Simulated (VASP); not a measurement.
# KF: single point with PBE

The system is KF.

```
K F
1.0
     0.00000    2.71054    2.71054
     2.66310    0.00000    2.71054
     2.66310    2.71054    0.00000
K F
1 1
Direct
  0.00000 0.00000 0.00000
  0.50000 0.50000 0.50000
```

This cell differs from its parent crystal: normal strain along x -0.0175, normal strain along z +0.0000.

| Property | Result |
| --- | --- |
| Program | VASP 6.6.1 |
| Task | single point |
| Functional | PBE |
| Potentials or basis | VASP PAW PBE potentials, release 64 (K_sv, F) |
| Cutoff | 520 eV |
| k mesh | 8 × 8 × 8 |
| Occupations | gaussian, width 0.05 eV |
| Spin | no spin polarisation |
| Dipole correction | no |
| Further INCAR settings | ALGO = Normal; EDIFF = 1e-06; NBANDS = 15 |

```
Pressure               : 0.6 GPa
Band gap on the k mesh : 6.02 eV
```

Stress tensor (GPa, compression positive):
```
1.21 0.00 0.00
0.00 0.26 0.00
0.00 0.00 0.26
```

Levels at points of the mesh, in eV from the valence-band top:
```csv
k point,band 6,band 7,band 8,band 9,band 10,band 11
"(0.00, 0.00, 0.00)",-0.02,-0.02,0.00,6.02,10.56,10.56
"(0.50, 0.00, 0.00)",-0.78,-0.35,-0.34,8.94,10.40,11.88
"(0.50, 0.50, 0.00)",-0.25,-0.09,-0.06,8.18,10.14,11.54
"(0.00, 0.50, 0.50)",-0.21,-0.09,-0.09,8.12,10.16,11.70
```

Run time: 17 s on 1 thread of AMD EPYC 9R45 96-Core Processor (Zen 5) (shared host), peak memory 0.15 GiB.

Caveat: the cell differs from its parent crystal (normal strain along x -0.0175, normal strain along z +0.0000). A k mesh can miss the band edges.
